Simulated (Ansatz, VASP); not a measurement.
## Si4O7: VASP beside Ansatz

```
CELL_PARAMETERS angstrom
5.07998 0.00000 0.00000
0.00000 5.07998 0.00000
0.00000 0.00000 7.09148
ATOMIC_POSITIONS crystal
Si 0.29443 0.29443 0.00000
Si 0.20557 0.79443 0.25000
Si 0.70557 0.70557 0.50000
Si 0.79443 0.20557 0.75000
O 0.40537 0.74096 0.42483
O 0.75904 0.90537 0.67483
O 0.59463 0.25904 0.92483
O 0.74096 0.40537 0.57517
O 0.24759 0.98512 0.17187
O 0.25904 0.59463 0.07517
O 0.09463 0.24096 0.82517
```

Change from the starting cell: O vacancy; atom 9 moved 0.875 of the way to it and -0.450 Å across, host rigid.

Alike in both runs: task single point; functional PBE; k mesh 4 × 4 × 4; occupations gaussian, width 0.05 eV; no spin polarisation.

```csv
,VASP,Ansatz
version,VASP 6.6.1,Ansatz 0.2.0
potentials or method,"VASP PAW PBE potentials, release 64 (Si, O), cutoff 520 eV","scalar-relativistic, plane waves, PAW"
valence electrons in the cell,58,58
```

Ansatz gave:

- gap on the k mesh at the Fermi level (eV): 2.51
- least direct gap on the mesh (eV): 2.60
- pressure (GPa): 21.2
- traceless stress, the component that is largest in VASP (GPa): 28.54
- rms of the force components (eV/Å): 17.072

Task: Which values does VASP return?

Result: gap on the k mesh at the Fermi level (eV): 2.54; least direct gap on the mesh (eV): 2.62; pressure (GPa): 19.6; traceless stress, the component that is largest in VASP (GPa): 26.68; rms of the force components (eV/Å): 15.922.

Atom by atom the forces differ by 1.155 eV/Å (rms over components).
